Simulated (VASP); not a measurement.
# NaIr2 in VASP: notebook

Runs on NaIr2. Level: PBE. Tasks: single point.

All numbers are computed with VASP 6.6.1; they aren't measurements. Logs are shortened: lines on timing, memory, paths and dates and some standing lists are left out, and cuts for length are marked.

**1. The cell of the first run**

Symmetry: P4_2/nmc, No. 137, tetragonal system. The conventional cell has a = 3.507 Å, b = 3.507 Å, c = 10.572 Å, α = 90.00°, β = 90.00°, γ = 90.00°. Na (site symmetry -4m2) has 8 Ir at 3.07 to 3.27 Å and 4 Na at 3.51 Å within 4.0 Å. Ir (site symmetry 2mm) has 4 Ir at 2.49 Å and 4 Na at 3.07 to 3.27 Å within 3.3 Å.

**2. Single point, PBE**

INCAR reads:

```
PREC = Accurate
ENCUT = 520
EDIFF = 1E-6
ISMEAR = 0
SIGMA = 0.1
LREAL = False
LASPH = True
NELM = 60
ALGO = Normal
ISIF = 2
LWAVE = False
LCHARG = False
GGA = PE
NBANDS = 34
```

KPOINTS reads:

```
regular mesh
0
Gamma
  4 4 4
```

POSCAR reads:

```
NaIr2
1.0
    3.5073162389      0.0000000000      0.0000000000
    0.0000000000      3.5073162389      0.0000000000
    0.0000000000      0.0000000000     10.5720366391
Na Ir
2 4
Direct
    0.0000000000      0.0000000000      0.0000000000
    0.5000000000      0.5000000000      0.5000000000
    0.0000000000      0.5000000000      0.2613289980
    0.0000000000      0.5000000000      0.7613289980
    0.5000000000      0.0000000000      0.2386710020
    0.5000000000      0.0000000000      0.7386710020
```

Potentials or basis: VASP PAW PBE potentials, release 64 (Na_pv, Ir).

Run with:

```console
$ cat potpaw_PBE.64/Na_pv/POTCAR potpaw_PBE.64/Ir/POTCAR > POTCAR
$ mpirun -np 1 vasp_std > vasp.out
```

OUTCAR:

```text
PREC = Accurate
   ENCUT = 520
   EDIFF = 1E-6
   ISMEAR = 0
   LREAL = False
   LASPH = True
   NELM = 60
   ISIF = 2
   GGA = PE

 ion  position               nearest neighbor table
   1  0.000  0.000  0.000-   4 3.07   5 3.07   4 3.07   5 3.07
   2  0.500  0.500  0.500-   3 3.07   6 3.07   6 3.07   3 3.07
   3  0.000  0.500  0.261-   5 2.49   5 2.49   5 2.49   5 2.49   2 3.07   2 3.07
   4  0.000  0.500  0.761-   6 2.49   6 2.49   6 2.49   6 2.49   1 3.07   1 3.07
   5  0.500  0.000  0.239-   3 2.49   3 2.49   3 2.49   3 2.49   1 3.07   1 3.07
   6  0.500  0.000  0.739-   4 2.49   4 2.49   4 2.49   4 2.49   2 3.07   2 3.07

  LATTYP: Found a simple tetragonal cell.
 ALAT       =     3.5073162389
 C/A-ratio  =     3.0142809827

  Lattice vectors:

 A1 = (   3.5073162389,   0.0000000000,   0.0000000000)
 A2 = (   0.0000000000,   3.5073162389,   0.0000000000)
 A3 = (   0.0000000000,   0.0000000000,  10.5720366391)

Analysis of symmetry for initial positions (statically):
=====================================================================
 Subroutine PRICEL returns:
 Original cell was already a primitive cell.

 Routine SETGRP: Setting up the symmetry group for a
 simple tetragonal supercell.

 Subroutine GETGRP returns: Found 16 space group operations
 (whereof  8 operations were pure point group operations)
 out of a pool of 16 trial point group operations.

The static configuration has the point symmetry D_2d.
 The point group associated with its full space group is D_4h.

Analysis of symmetry for dynamics (positions and initial velocities):
=====================================================================
 Subroutine PRICEL returns:
 Original cell was already a primitive cell.

 Routine SETGRP: Setting up the symmetry group for a
 simple tetragonal supercell.

 Subroutine GETGRP returns: Found 16 space group operations
 (whereof  8 operations were pure point group operations)
 out of a pool of 16 trial point group operations.

The dynamic configuration has the point symmetry D_2d.
 The point group associated with its full space group is D_4h.

 Subroutine INISYM returns: Found 16 space group operations
 (whereof  8 operations are pure point group operations),
 and found     1 'primitive' translations

----------------------------------------------------------------------------------------

                                     Primitive cell

  volume of cell :     130.0494

  direct lattice vectors                    reciprocal lattice vectors
     3.507316239  0.000000000  0.000000000     0.285118288  0.000000000  0.000000000
     0.000000000  3.507316239  0.000000000     0.000000000  0.285118288  0.000000000
     0.000000000  0.000000000 10.572036639     0.000000000  0.000000000  0.094589154

  length of vectors
     3.507316239  3.507316239 10.572036639     0.285118288  0.285118288  0.094589154

  position of ions in fractional coordinates (direct lattice)
     0.000000000  0.000000000  0.000000000
     0.500000000  0.500000000  0.500000000
     0.000000000  0.500000000  0.261328998
     0.000000000  0.500000000  0.761328998
     0.500000000  0.000000000  0.238671002
     0.500000000  0.000000000  0.738671002

  ion indices of the primitive-cell ions
   primitive index   ion index
                 1           1
                 2           2
                 3           3
                 4           4
                 5           5
                 6           6

----------------------------------------------------------------------------------------

 KPOINTS: regular mesh

Automatic generation of k-mesh.
 Grid dimensions read from file:
 generate k-points for:    4    4    4

 Generating k-lattice:

  Cartesian coordinates                     Fractional coordinates (reciprocal lattice)
     0.071279572  0.000000000  0.000000000     0.250000000  0.000000000  0.000000000
     0.000000000  0.071279572  0.000000000     0.000000000  0.250000000  0.000000000
     0.000000000  0.000000000  0.023647288     0.000000000  0.000000000  0.250000000

  Length of vectors
     0.071279572  0.071279572  0.023647288

  Shift w.r.t. Gamma in fractional coordinates (k-lattice)
     0.000000000  0.000000000  0.000000000

 Subroutine IBZKPT returns following result:
 ===========================================

 Found     18 irreducible k-points:

 Following reciprocal coordinates:
            Coordinates               Weight
  0.000000  0.000000  0.000000      1.000000
  0.250000  0.000000  0.000000      4.000000
  0.500000  0.000000  0.000000      2.000000
  0.250000  0.250000  0.000000      4.000000
  0.500000  0.250000  0.000000      4.000000
  0.500000  0.500000  0.000000      1.000000
[... 10 lines left out ...]
  0.500000  0.250000  0.500000      4.000000
  0.500000  0.500000  0.500000      1.000000
   k-points           NKPTS =     18   k-points in BZ     NKDIM =     18   number of bands    NBANDS=     34
   number of dos      NEDOS =    301   number of ions     NIONS =      6
   total plane-waves  NPLWV =  62720
   dimension x,y,z NGX =    28 NGY =   28 NGZ =   80
   dimension x,y,z NGXF=    56 NGYF=   56 NGZF=  160
   ions per type =               2   4
   NGX,Y,Z   is equivalent  to a cutoff of  13.27, 13.27, 12.58 a.u.
   NGXF,Y,Z  is equivalent  to a cutoff of  26.54, 26.54, 25.16 a.u.
 SYSTEM =  unknown system
   PREC   = accura    normal or accurate (medium, high low for compatibility)
   ISTART =      0    job   : 0-new  1-cont  2-samecut
   ICHARG =      2    charge: 1-file 2-atom 10-const
   ISPIN  =      1    spin polarized calculation?
   LNONCOLLINEAR =      F non collinear calculations
   LSORBIT =      F    spin-orbit coupling
   LASPH  =      T    aspherical Exc in radial PAW
   ENCUT  =  520.0 eV  38.22 Ry    6.18 a.u.   6.52  6.52 19.66*2*pi/ulx,y,z
   NELM   =     60;   NELMIN=  2; NELMDL= -5     # of ELM steps
   EDIFF  = 0.1E-05   stopping-criterion for ELM
   LREAL  =      F    real-space projection
   EDIFFG = 0.1E-04   stopping-criterion for IOM
   NSW    =      0    number of steps for IOM
   IBRION =     -1    ionic relax: 0-MD 1-quasi-New 2-CG
   NFREE  =      0    steps in history (QN), initial steepest desc. (CG)
   ISIF   =      2    stress and relaxation
   ISYM   =      2    0-nonsym 1-usesym 2-fastsym
   POTIM  = 0.5000    time-step for ionic-motion
   TEBEG  =    0.0;   TEEND  =   0.0 temperature during run
   PSTRESS=    0.0 pullay stress
   NELECT =      50.0000    total number of electrons
   NUPDOWN=      -1.0000    fix difference up-down
   EMIN   =  10.00;   EMAX   =-10.00  energy-range for DOS
   EFERMI =   0.00;   METHOD = LEGACY
   ISMEAR =     0;   SIGMA  =   0.10  broadening in eV -4-tet -1-fermi 0-gaus
   EFERMI_NEDOS =   21; number of points for ismear=-14 and -15
   IALGO  =     38    algorithm
   IMIX   =      4    mixing-type and parameters
     AMIX     =   0.40;   BMIX     =  1.00
     AMIX_MAG =   1.60;   BMIX_MAG =  1.00
  volume/ion in A,a.u.               =      21.67       146.27
  Fermi-wavevector in a.u.,A,eV,Ry     =   1.190407  2.249542 19.280379  1.417068
  Thomas-Fermi vector in A             =   2.326492
   LORBIT       =      0    0 simple, 1 ext, 2 COOP (PROOUT), +10 PAW based schemes
   GGA     = PE    functional components
   LHFCALC =     F    Hartree Fock is set to
   AEXX    =    0.0000 exact exchange contribution
   IVDW    =     0    specifies the selected vdW correction
   LEPSILON=     F    determine dielectric tensor
   LRPA    =     F    only Hartree local field effects (RPA)
 non-spin polarized calculation
 Gauss-broadening in eV      SIGMA  =   0.10
  energy-cutoff  :      520.00
  volume of cell :      130.05
 maximum number of plane-waves:      3543
 NGX is ok and might be reduce to    28
   NGX = 13   NGY = 13   NGZ = 39

 number of electron      49.9999988 magnetization

 Free energy of the ion-electron system (eV)
  ---------------------------------------------------
  ext. energy  EPLUGINS =         0.00000000
  ---------------------------------------------------
  free energy    TOTEN  =       -34.61267943 eV

  energy without entropy =      -34.60064980  energy(sigma->0) =      -34.60666461

 E-fermi :   3.4845     XC(G=0):  -9.9277

 val. band max:        3.3222613448   @ k =   0.0000   0.0000   0.5000
 cond. band min:       3.5771783928   @ k =   0.2500   0.2500   0.0000
 fundamental gap:      0.2549170481
 Fermi energy:         3.4845183942

 k-point     1 :       0.0000    0.0000    0.0000
  band No.  band energies     occupation
      1     -19.8742      2.00000
      2     -19.8742      2.00000
      3     -19.8740      2.00000
      4     -19.8740      2.00000
      5     -19.8419      2.00000
      6     -19.8396      2.00000
[... 26 lines left out ...]
     33      10.6249      0.00000
     34      11.0036      0.00000

 k-point     2 :       0.2500    0.0000    0.0000
  band No.  band energies     occupation
      1     -19.8925      2.00000
      2     -19.8923      2.00000
      3     -19.8727      2.00000
      4     -19.8725      2.00000
      5     -19.8393      2.00000
      6     -19.8377      2.00000
[... 26 lines left out ...]
     33       8.2712      0.00000
     34       9.9457      0.00000

 k-point     3 :       0.5000    0.0000    0.0000
  band No.  band energies     occupation
      1     -19.9106      2.00000
      2     -19.9106      2.00000
      3     -19.8711      2.00000
      4     -19.8711      2.00000
      5     -19.8362      2.00000
      6     -19.8362      2.00000
[... 26 lines left out ...]
     33       9.4907      0.00000
     34       9.4907      0.00000
[... 482 lines left out ...]
 k-point    17 :       0.5000    0.2500    0.5000
  band No.  band energies     occupation
      1     -19.9084      2.00000
      2     -19.9084      2.00000
      3     -19.8887      2.00000
      4     -19.8887      2.00000
      5     -19.8341      2.00000
      6     -19.8341      2.00000
[... 26 lines left out ...]
     33       7.9608      0.00000
     34       7.9608      0.00000

 k-point    18 :       0.5000    0.5000    0.5000
  band No.  band energies     occupation
      1     -19.9063      2.00000
      2     -19.9063      2.00000
      3     -19.9063      2.00000
      4     -19.9063      2.00000
      5     -19.8321      2.00000
      6     -19.8321      2.00000
[... 26 lines left out ...]
     33       8.0702      0.00000
     34       8.0702      0.00000

------------------------ aborting loop because EDIFF is reached ----------------------------------------

  FORCE on cell =-STRESS in cart. coord.  units (eV):
  Direction    XX          YY          ZZ          XY          YZ          ZX
  --------------------------------------------------------------------------------------
  -------------------------------------------------------------------------------------
  Total       -0.1016501     -0.1016501      0.0565709      0.0000000      0.0000000      0.0000000
  in kB       -1.2523038     -1.2523038      0.6969397      0.0000000      0.0000000      0.0000000
  external PRESSURE =      -0.6025560 kB  Pullay stress =       0.0000000 kB

 VOLUME and BASIS-vectors are now :
 -----------------------------------------------------------------------------
  energy-cutoff  :      520.00
  volume of cell :      130.05
      direct lattice vectors                 reciprocal lattice vectors
     3.507316239  0.000000000  0.000000000     0.285118288  0.000000000  0.000000000
     0.000000000  3.507316239  0.000000000     0.000000000  0.285118288  0.000000000
     0.000000000  0.000000000 10.572036639     0.000000000  0.000000000  0.094589154

 POSITION                                       TOTAL-FORCE (eV/Angst)
 -----------------------------------------------------------------------------------
      0.00000      0.00000      0.00000        -0.000000     -0.000000      0.000000
      1.75366      1.75366      5.28602         0.000000      0.000000      0.000000
      0.00000      1.75366      2.76278         0.000000      0.000000      0.046604
      0.00000      1.75366      8.04880        -0.000000      0.000000      0.046604
      1.75366      0.00000      2.52324        -0.000000      0.000000     -0.046604
      1.75366      0.00000      7.80926        -0.000000      0.000000     -0.046604
 -----------------------------------------------------------------------------------
    total drift:                                0.000000     -0.000000     -0.000000

  FREE ENERGIE OF THE ION-ELECTRON SYSTEM (eV)
  ---------------------------------------------------
  free  energy   TOTEN  =       -34.6126794315 eV

  energy  without entropy=      -34.6006497968  energy(sigma->0) =      -34.60666461
```

Run time: 66 s. Hardware: 1 thread of Oxide Virtual Turin-like, shared host; peak memory 0.23 GiB.

Results:

```yaml
Free_energy: -34.6127 eV
Pressure: -0.1 GPa
Largest_force: 0.047 eV/Å
Band_gap_on_the_k_mesh: zero (bands 25 and 26 overlap by 1.66 eV)
```

Forces on the atoms (eV/Å):
```
Na   0.000  0.000  0.000
Na   0.000  0.000  0.000
Ir   0.000  0.000  0.047
Ir   0.000  0.000  0.047
Ir   0.000  0.000 -0.047
Ir   0.000  0.000 -0.047
```

Stress tensor (GPa, compression positive):
```
-0.13  0.00  0.00
 0.00 -0.13  0.00
 0.00  0.00  0.07
```

Levels at points of the mesh, in eV from the Fermi level:
```tsv
k point	band 22	band 23	band 24	band 25	band 26	band 27
(0.00, 0.00, 0.00)	0.29	0.29	0.31	0.31	0.82	1.64
(0.50, 0.00, 0.00)	-1.30	-1.09	-1.09	-1.04	-1.04	-0.86
(0.50, 0.50, 0.00)	-1.22	0.37	0.37	0.41	0.41	1.18
(0.00, 0.00, 0.50)	-0.16	0.29	0.29	0.31	0.31	1.64
(0.50, 0.00, 0.50)	-1.39	-1.09	-1.09	-1.04	-1.04	-0.84
(0.50, 0.50, 0.50)	-1.22	0.39	0.39	0.40	0.40	1.33
```

Caveat: the k points lie up to 0.45 Å⁻¹ apart, too coarse for converged energies and pressures of a metal; spin-orbit coupling is left out, which moves the levels of the heavy elements.

**3. Single point, PBE**

This run uses another cell than the first one, of 21.73 Å³/atom.

INCAR reads:

```
PREC = Accurate
ENCUT = 520
EDIFF = 1E-7
ISMEAR = 0
SIGMA = 0.1
LREAL = F
LASPH = T
NELM = 80
ALGO = Fast
ISIF = 2
LWAVE = F
LCHARG = T
GGA = PE
LELF = T
LVHAR = T
NBANDS = 34
```

KPOINTS reads:

```
regular mesh
0
Gamma
  6 6 2
```

POSCAR reads:

```
NaIr2
1.0
    3.5316680870      0.0000000000      0.0000000000
    0.0000000000      3.5316680870      0.0000000000
    0.0000000000      0.0000000000     10.4554825284
Na Ir
2 4
Direct
    0.0000000000      0.0000000000      0.0000000000
    0.5000000000      0.5000000000      0.5000000000
    0.0000000000      0.5000000000      0.2499939268
    0.0000000000      0.5000000000      0.7499939268
    0.5000000000      0.0000000000      0.2500060732
    0.5000000000      0.0000000000      0.7500060732
```

Potentials or basis: VASP PAW PBE potentials, release 64 (Na_pv, Ir).

Run with:

```console
$ cat potpaw_PBE.64/Na_pv/POTCAR potpaw_PBE.64/Ir/POTCAR > POTCAR
$ mpirun -np 1 vasp_std > vasp.out
```

Wall time 95 s (1 thread of Oxide Virtual Turin-like, shared host); peak memory 0.24 GiB.

It converged, with:

| Item | Value |
| --- | --- |
| Free energy | -34.2761 eV |
| Pressure | 0.0 GPa |
| Band gap on the k mesh | zero (bands 25 and 26 overlap by 2.74 eV) |

Stress tensor (GPa, compression positive):
```
 0.01  0.00  0.00
 0.00  0.01  0.00
 0.00  0.00 -0.10
```

Levels at points of the mesh, in eV from the Fermi level:
| k point | band 21 | band 22 | band 23 | band 24 | band 25 | band 26 | band 27 | band 28 |
| --- | --- | --- | --- | --- | --- | --- | --- | --- |
| (0.00, 0.00, 0.00) | -0.20 | 0.40 | 0.40 | 0.40 | 0.40 | 0.63 | 1.87 | 1.87 |
| (0.50, 0.00, 0.00) | -1.65 | -1.65 | -1.62 | -1.62 | -1.61 | -1.61 | -0.91 | -0.91 |
| (0.50, 0.50, 0.00) | -1.15 | -1.15 | 0.79 | 0.79 | 0.89 | 0.89 | 0.89 | 0.89 |
| (0.00, 0.00, 0.50) | -0.27 | -0.27 | 0.40 | 0.40 | 0.40 | 0.40 | 1.87 | 1.87 |
| (0.50, 0.00, 0.50) | -1.83 | -1.83 | -1.62 | -1.62 | -1.61 | -1.61 | -0.87 | -0.87 |
| (0.50, 0.50, 0.50) | -1.15 | -1.15 | 0.89 | 0.89 | 0.89 | 0.89 | 0.96 | 0.96 |

Caveat: spin-orbit coupling is left out, which moves the levels of the heavy elements.

The gap in the log of VASP goes by the Fermi energy; the results here count the filled bands.